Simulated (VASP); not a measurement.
Set up this calculation in VASP 6.6.1, as the native input.

```
Task                   : single point
Functional             : RPBE
Potentials or basis    : VASP PAW PBE potentials, release 64 (Re)
Cutoff                 : 520 eV
k mesh                 : 11 × 11 × 11
Occupations            : fermi-dirac, width 0.1 eV
Spin                   : no spin polarisation
Dipole correction      : no
Further INCAR settings : ALGO = Normal; EDIFF = 1e-06; NBANDS = 14
```

The structure of Re lies in POSCAR:

```
Re
1.0
    0.0000000000      2.8388677614      2.8388677614
    2.8388677614      0.0000000000      2.8388677614
    2.8388677614      2.8388677614      0.0000000000
Re
2
Direct
    0.1250000000      0.1250000000      0.1250000000
    0.8750000000      0.8750000000      0.8750000000
```

This isn't the form of Re at room conditions, which is hcp.

These files were run (other wordings do the same):

INCAR

```
ALGO     = Normal         # electronic algorithm
EDIFF    = 1E-6           # SCF threshold, eV
ENCUT    = 520            # plane-wave cutoff, eV
GGA      = RP             # functional
ISIF     = 2              # what is computed and relaxed
ISMEAR   = -1             # smearing method
LASPH    = T              # aspherical terms in the spheres
LCHARG   = T              # write CHGCAR
LELF     = T              # ELF
LREAL    = F              # projectors in reciprocal space
LVHAR    = T            
LWAVE    = F              # write WAVECAR
NBANDS   = 14             # bands
NELM     = 100            # most SCF steps
PREC     = Accurate       # precision mode
SIGMA    = 0.1            # smearing width, eV
```

KPOINTS

```
k-points
0
Gamma
  11 11 11
```

Potentials or basis: VASP PAW PBE potentials, release 64 (Re).

Launch:

```bash
$ cat potpaw_PBE.64/Re/POTCAR > POTCAR
$ mpirun -np 1 vasp_std > vasp.out
```

It gave:

| Quantity | Value |
| --- | --- |
| Pressure | -1.6 GPa |
| Band gap on the k mesh | zero (bands 7 and 8 overlap by 1.14 eV) |

Caveat: the PAW data sets were made with another functional, which shifts forces and pressure a little; spin-orbit coupling is left out, which moves the levels of the heavy elements.

Wall time 42 s on 1 thread of Intel Xeon 8259CL, on a shared host, peak memory 0.18 GiB.
